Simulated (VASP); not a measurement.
Wanted: the native input for a VASP 6.6.1 run.

* Task: relaxation of cell and atoms
* Functional: r2SCAN
* Potentials or basis: VASP PAW PBE potentials, release 64 (Se, Sn_d)
* Cutoff: 600 eV
* k mesh: 5 × 5 × 4
* Occupations: fermi-dirac, width 0.1 eV
* Spin: no spin polarisation
* Dipole correction: no
* Further INCAR settings: ALGO = Normal; EDIFF = 1e-06; IBRION = 2; EDIFFG = -0.01; NSW = 60; ISIF = 3

The system is SnSe2.

```
Se Sn
1.0
     5.15082    0.00000    0.00000
    -2.57541    4.46075    0.00000
     0.00000    0.00000    6.30984
Se Sn
4 2
Direct
  0.33330 0.66670 0.75000
  0.66660 0.33330 0.25000
  0.00000 0.00000 0.00000
  0.00000 0.00000 0.50000
  0.33330 0.66670 0.25000
  0.66660 0.33330 0.75000
```

These files were run (other wordings do the same):

POSCAR

```
SnSe2
1.0
    5.1508200000      0.0000000000      0.0000000000
   -2.5754100000      4.4607450000      0.0000000000
    0.0000000000      0.0000000000      6.3098370000
Se Sn
4 2
Direct
    0.3333000000      0.6667000000      0.7500000000
    0.6666000000      0.3333000000      0.2500000000
    0.0000000000      0.0000000000      0.0000000000
    0.0000000000      0.0000000000      0.5000000000
    0.3333000000      0.6667000000      0.2500000000
    0.6666000000      0.3333000000      0.7500000000
```

INCAR.step1

```
ALGO     = Normal         # electronic algorithm
EDIFF    = 1E-4           # SCF threshold, eV
ENCUT    = 600            # plane-wave cutoff, eV
GGA      = PE             # functional
ISMEAR   = -1             # smearing method
LASPH    = True           # aspherical terms in the spheres
LCHARG   = False          # write CHGCAR
LREAL    = False          # projectors in reciprocal space
LWAVE    = True           # write WAVECAR
NELM     = 60             # most SCF steps
PREC     = Accurate       # precision mode
SIGMA    = 0.1            # smearing width, eV
```

INCAR.step2

```
ALGO     = Normal         # electronic algorithm
EDIFF    = 1E-6           # SCF threshold, eV
EDIFFG   = -0.01          # ionic threshold
ENCUT    = 600            # plane-wave cutoff, eV
IBRION   = 2              # ionic algorithm
ISIF     = 3              # what is computed and relaxed
ISMEAR   = -1             # smearing method
ISTART   = 1            
LASPH    = True           # aspherical terms in the spheres
LCHARG   = False          # write CHGCAR
LMIXTAU  = True         
LREAL    = False          # projectors in reciprocal space
LWAVE    = False          # write WAVECAR
METAGGA  = R2SCAN         # meta-GGA
NELM     = 60             # most SCF steps
NSW      = 60             # ionic steps
PREC     = Accurate       # precision mode
SIGMA    = 0.1            # smearing width, eV
```

KPOINTS

```
k-points
0
Gamma
  5 5 4
```

Potentials or basis: VASP PAW PBE potentials, release 64 (Se, Sn_d).

Launch:

```sh
$ cat potpaw_PBE.64/Se/POTCAR potpaw_PBE.64/Sn_d/POTCAR > POTCAR
$ cp INCAR.step1 INCAR
$ mpirun -np 1 vasp_std > vasp.out
$ cp INCAR.step2 INCAR
$ mpirun -np 1 vasp_std > vasp.out
```

It gave:

The relaxed volume is 23.20 Å³/atom, the relaxed cell is a = 5.358 Å, b = 5.359 Å, c = 5.598 Å, α = 90.00°, β = 90.00°, γ = 120.00° and the space group after relaxing (to 0.1 Å) is P6_3/mmc (No. 194). The energy gained by relaxing is 89.2 meV/atom, the ionic steps are 11 and the pressure after relaxing is 0.1 GPa. The band gap on the k mesh is zero (bands 26 and 27 overlap by 1.52 eV).

Caveat: the PAW data sets were made with another functional, which shifts forces and pressure a little; spin-orbit coupling is left out, which moves the levels of the heavy elements.

Wall time 110 min on 1 thread of Oxide Virtual Turin-like Processor, on a shared host, peak memory 0.38 GiB.
